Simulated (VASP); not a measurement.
# Sb: single point with PBEsol

Crystal: Sb.

```
CELL_PARAMETERS angstrom
3.36900 0.03369 0.03369
-1.65532 2.90079 0.01233
0.05330 0.05330 5.33000
ATOMIC_POSITIONS crystal
Sb 0.33333 0.66667 0.25000
Sb 0.66667 0.33333 0.75000
```

This cell differs from its parent crystal: equal xy, yz and zx shear strains of +2 %.

```json
{
 "Program": "VASP 6.6.1",
 "Task": "single point",
 "Functional": "PBEsol",
 "Potentials or basis": "VASP PAW PBE potentials, release 64 (Sb)",
 "Cutoff": "520 eV",
 "k mesh": "12 × 12 × 7",
 "Occupations": "fermi-dirac, width 0.05 eV",
 "Spin": "no spin polarisation",
 "Dipole correction": "no",
 "Further INCAR settings": "ALGO = Normal; EDIFF = 1e-07; NBANDS = 12"
}
```

```yaml
Pressure: -0.2 GPa
Largest_force: 0.026 eV/Å
Band_gap_on_the_k_mesh: zero (bands 5 and 6 overlap by 6.81 eV)
```

Forces in eV/Å, atoms in the order of the input:
```
Sb  -0.025 -0.003 -0.005
Sb   0.025  0.003  0.005
```

Stress tensor (GPa, compression positive):
```
 0.17  0.23 -0.15
 0.23  0.25 -0.15
-0.15 -0.15 -0.87
```

Levels at points of the mesh, in eV from the Fermi level:
```csv
k point,band 3,band 4,band 5,band 6,band 7,band 8
"(0.00, 0.00, 0.00)",-5.98,3.19,3.43,4.95,5.23,6.04
"(0.50, 0.00, 0.00)",-4.30,-3.02,-2.43,-0.23,0.30,3.98
"(0.00, 0.50, 0.00)",-4.27,-2.97,-2.38,-0.22,0.11,3.75
"(0.50, 0.50, 0.00)",-4.24,-2.91,-2.33,-0.20,-0.10,3.53
```

Wall time 5.9 min on 1 thread of Intel Xeon 8259CL (shared host), peak memory 0.39 GiB.

Caveat: the cell differs from its parent crystal (equal xy, yz and zx shear strains of +2 %); the PAW data sets were made with another functional, which shifts forces and pressure a little; spin-orbit coupling is left out, which moves the levels of the heavy elements.
